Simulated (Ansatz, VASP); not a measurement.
# Ta2N in VASP and in Ansatz

```
Ta N
1.0
     3.06736    0.00000    0.00000
    -1.53368    2.65641    0.00000
     0.00000    0.00000    4.77665
Ta N
2 1
Direct
  0.66667 0.33333 0.74796
  0.33333 0.66667 0.25204
  0.00000 0.00000 0.00000
```

Alike in both runs: task relaxation of cell and atoms; functional LDA; k mesh 15 × 15 × 10; occupations gaussian, width 0.1 eV; no spin polarisation.

|  | VASP | Ansatz |
| --- | --- | --- |
| version | VASP 6.6.1 | Ansatz 0.2.0 |
| potentials or method | VASP PAW LDA potentials, release 64 (Ta_pv, N), cutoff 600 eV | scalar-relativistic, plane waves, PAW |
| valence electrons in the cell | 27 | 31 |

```csv
,VASP,Ansatz,Ansatz less VASP
"gap on the k mesh at the Fermi level, each at its own relaxed structure (eV)",none,none,-
relaxed volume (Å³/atom),13.02,12.96,-0.063
relaxed cell length with the largest relative difference (Å),3.067,3.062,-0.0055
```

Ansatz warns that its potentials were made for another functional, while VASP's fit it. LDA's correlation is that of Perdew and Zunger in VASP and of Perdew and Wang (1992) in Ansatz. A gap of «none» marks a metal or a gap that the smearing closes. VASP's potentials hold 27 valence electrons a cell and Ansatz's 31, so a difference there can come from the potentials and not from the codes.

Spin-orbit coupling is off throughout.
